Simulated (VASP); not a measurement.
A run of VASP 6.6.1 is set up as follows.

The input INCAR:

```
ALGO = Normal
EDIFF = 1E-6
ENCUT = 520
GGA = PE
ISIF = 2
ISMEAR = -1
IVDW = 13
LASPH = T
LCHARG = T
LELF = T
LREAL = F
LVHAR = T
LWAVE = F
NBANDS = 53
NELM = 60
PREC = Accurate
SIGMA = 0.05
```

Contents of KPOINTS:

```
k-points
0
Gamma
  4 4 3
```

The input POSCAR:

```
Hf2Pd2Se2Br2O3
1.0
    5.7167169424      0.0032341155     -0.0139415089
   -0.5252638572      5.8060025240      0.0177709757
   -1.4855503582     -0.9388425746      6.5757017663
Hf Pd Se Br O
2 2 2 2 3
Direct
    0.7438969333      0.3946569186      0.3479768725
    0.2892139206      0.4550858030      0.5938798265
    0.9128740797      0.1361348728      0.8541980510
    0.2502137203      0.9026814589      0.3576948991
    0.6324713827      0.4051393281      0.9369742168
    0.6280378387      0.7832855129      0.5277667034
    0.8466107738      0.9853591423      0.1534668039
    0.2315766634      0.8213683364      0.8678984093
    0.9616006242      0.2907438769      0.5915868403
    0.4298902240      0.2434045112      0.4054876697
    0.0736238393      0.5821402389      0.3630897075
```

Potentials or basis: VASP PAW PBE potentials, release 64 (Hf_pv, Pd, Se, Br, O).

Command:

```bash
$ cat potpaw_PBE.64/Hf_pv/POTCAR potpaw_PBE.64/Pd/POTCAR potpaw_PBE.64/Se/POTCAR potpaw_PBE.64/Br/POTCAR potpaw_PBE.64/O/POTCAR > POTCAR
$ mpirun -np 1 vasp_std > vasp.out
```

Problem. What does it give for the dispersion energy per atom?

Solution. -0.264 eV.

Problem. Predict the band gap on the k mesh.

Solution. 0.23 eV (least direct gap 0.41 eV).

Problem. What does it give for the largest force?

Solution. 0.179 eV/Å.

Problem. Predict the pressure.

Solution. -0.6 GPa.

Forces on the atoms (eV/Å):
```
Hf   0.074 -0.042  0.126
Hf  -0.091 -0.025 -0.152
Pd   0.009  0.001 -0.023
Pd  -0.004  0.009 -0.001
Se  -0.020  0.008  0.002
Se   0.001 -0.042  0.004
Br  -0.015  0.020  0.019
Br   0.013 -0.028 -0.022
O    0.049  0.110 -0.089
O    0.045  0.120  0.049
O   -0.063 -0.131  0.087
```

Caveat: spin-orbit coupling is left out, which moves the levels of the heavy elements. A k mesh can miss the band edges.
